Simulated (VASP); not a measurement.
# SrTe: relaxation of cell and atoms with PBE

The system is SrTe.

```
Sr Te
1.0
     0.00000    3.35584    3.35584
     3.35584    0.00000    3.35584
     3.35584    3.35584    0.00000
Sr Te
1 1
Direct
  0.00000 0.00000 0.00000
  0.50000 0.50000 0.50000
```

| Property | Result |
| --- | --- |
| Program | VASP 6.6.1 |
| Task | relaxation of cell and atoms |
| Functional | PBE |
| Potentials or basis | VASP PAW PBE potentials, release 64 (Sr_sv, Te) |
| Cutoff | 500 eV |
| k mesh | 6 × 6 × 6 |
| Occupations | fermi-dirac, width 0.02 eV |
| Spin | no spin polarisation |
| Dipole correction | no |
| Further INCAR settings | ALGO = Normal; EDIFF = 1e-07; IBRION = 2; EDIFFG = -0.005; NSW = 80; ISIF = 3 |

* Relaxed volume: 38.01 Å³/atom
* Relaxed cell: a = 4.755 Å, b = 4.755 Å, c = 4.755 Å, α = 60.00°, β = 60.00°, γ = 60.00°
* Space group after relaxing (to 0.05 Å): Fm-3m (No. 225)
* Energy gained by relaxing: 0.1 meV/atom
* Ionic steps: 3
* Pressure after relaxing: 0.0 GPa
* Band gap on the k mesh: 1.77 eV, indirect (least direct gap 2.49 eV)

The path:
| step | energy change (eV) | largest force (eV/Å) | pressure (GPa) | volume (Å³) |
| --- | --- | --- | --- | --- |
| 1 | 0.0000 | 0.0000 | 0.19 | 75.58 |
| 2 | -0.0003 | 0.0000 | -0.02 | 76.08 |
| 3 | -0.0003 | 0.0000 | 0.00 | 76.03 |

Final structure:
```
CELL_PARAMETERS angstrom
0.00000 3.36239 3.36239
3.36239 0.00000 3.36239
3.36239 3.36239 0.00000
ATOMIC_POSITIONS crystal
Sr 0.00000 0.00000 0.00000
Te 0.50000 0.50000 0.50000
```

Levels at points of the mesh, in eV from the valence-band top:
| k point | band 5 | band 6 | band 7 | band 8 | band 9 | band 10 | band 11 | band 12 |
| --- | --- | --- | --- | --- | --- | --- | --- | --- |
| (0.00, 0.00, 0.00) | -9.89 | 0.00 | 0.00 | 0.00 | 2.73 | 3.30 | 3.30 | 3.30 |
| (0.50, 0.00, 0.00) | -9.30 | -2.74 | -1.05 | -1.05 | 3.84 | 5.11 | 5.29 | 5.29 |
| (0.50, 0.50, 0.00) | -9.47 | -1.93 | -0.72 | -0.72 | 1.77 | 3.81 | 4.78 | 5.98 |

Run time: 38 s on 1 thread of Intel Xeon 6975P-C (shared host), peak memory 0.22 GiB.

Caveat: spin-orbit coupling is left out, which moves the levels of the heavy elements. PBE gaps usually lie below the measured ones, often by a third to a half.
